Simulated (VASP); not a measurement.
CdS, 4 atoms in the cell. It takes space group P6_3mc (No. 186, hexagonal). Conventional cell: a = 4.031 Å, b = 4.031 Å, c = 6.749 Å, α = 90.00°, β = 90.00°, γ = 120.00°. Cd (site symmetry 3m) has 4 S at 2.45 to 2.60 Å within 3.2 Å. S (site symmetry 3m) has 4 Cd at 2.45 to 2.60 Å within 3.2 Å.  This cell differs from its parent crystal: strain -0.025 along x and y, +0.000 along z.

```yaml
Program: VASP 6.6.1
Task: single point
Functional: r2SCAN
Potentials_or_basis: VASP PAW PBE potentials, release 64 (Cd, S)
Cutoff: 520 eV
k_mesh: 12 × 12 × 4
Occupations: gaussian, width 0.05 eV
Spin: no spin polarisation
Dipole_correction: no
Further_INCAR_settings: ALGO = Normal; EDIFF = 1e-06; NBANDS = 26
```

Potentials or basis: VASP PAW PBE potentials, release 64 (Cd, S).

Run with:

```console
$ cat potpaw_PBE.64/Cd/POTCAR potpaw_PBE.64/S/POTCAR > POTCAR
$ cp INCAR.step1 INCAR
$ mpirun -np 1 vasp_std > vasp.out
$ cp INCAR.step2 INCAR
$ mpirun -np 1 vasp_std > vasp.out
```

Hardware: 1 thread of Intel Xeon 8259CL, with other jobs on the host.

Question: How long does it take, and how much memory?

Answer: Wall time 11 min on 1 thread of Intel Xeon 8259CL, with other jobs on the host, peak memory 0.29 GiB. Counts: k points 57.
